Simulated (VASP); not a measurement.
Wanted: the native input for a VASP 6.6.1 run.

- Task: relaxation of cell and atoms
- Functional: PBEsol
- Dispersion: D4
- Potentials or basis: VASP PAW PBE potentials, release 64 (Li_sv)
- Cutoff: 600 eV
- k mesh: 11 × 11 × 11
- Occupations: fermi-dirac, width 0.05 eV
- Spin: no spin polarisation
- Dipole correction: no
- Further INCAR settings: ALGO = Normal; EDIFF = 1e-06; IBRION = 2; EDIFFG = -0.005; NSW = 80; ISIF = 3

The structure of Li lies in POSCAR:

```
Li
1.0
   -1.7546500000      1.7546500000      1.7546500000
    1.7546500000     -1.7546500000      1.7546500000
    1.7546500000      1.7546500000     -1.7546500000
Li
1
Direct
    0.0000000000      0.0000000000      0.0000000000
```

One way to write it, as run:

INCAR

```
SYSTEM = Li
ALGO = Normal ; EDIFF = 1E-6
EDIFFG = -0.005 ; ENCUT = 600
GGA = PS ; IBRION = 2
ISIF = 3 ; ISMEAR = -1
IVDW = 13 ; LASPH = .True.
LCHARG = .False. ; LREAL = .False.
LWAVE = .False. ; NELM = 80
NSW = 80 ; PREC = Accurate
SIGMA = 0.05
```

KPOINTS

```
k-points
0
Gamma
  11 11 11
  0 0 0
```

Potentials or basis: VASP PAW PBE potentials, release 64 (Li_sv).

The run is started by

```console
$ cat potpaw_PBE.64/Li_sv/POTCAR > POTCAR
$ mpirun -np 1 vasp_std > vasp.out
```

Results of the run:

The relaxed volume is 19.82 Å³/atom, the relaxed cell is a = 2.953 Å, b = 2.953 Å, c = 2.953 Å, α = 109.47°, β = 109.47°, γ = 109.47° and the space group after relaxing (to 0.05 Å) is Im-3m (No. 229). The energy gained by relaxing is 5.9 meV/atom, the ionic steps are 4 and the pressure after relaxing is 0.0 GPa. The dispersion energy per atom is -0.011 eV.

Caveat: the cutoff is under 1.25 times the usual one of these potentials, so pressure, stress and relaxed cells hold a basis-set (Pulay) error; the PAW data sets were made with another functional, which shifts forces and pressure a little; pairwise dispersion overbinds metals, which lowers pressure and volume.

Wall time 7.5 s on 1 thread of Intel(R) Xeon(R) Platinum 8488C (Sapphire Rapids) (shared host), peak memory 0.13 GiB.
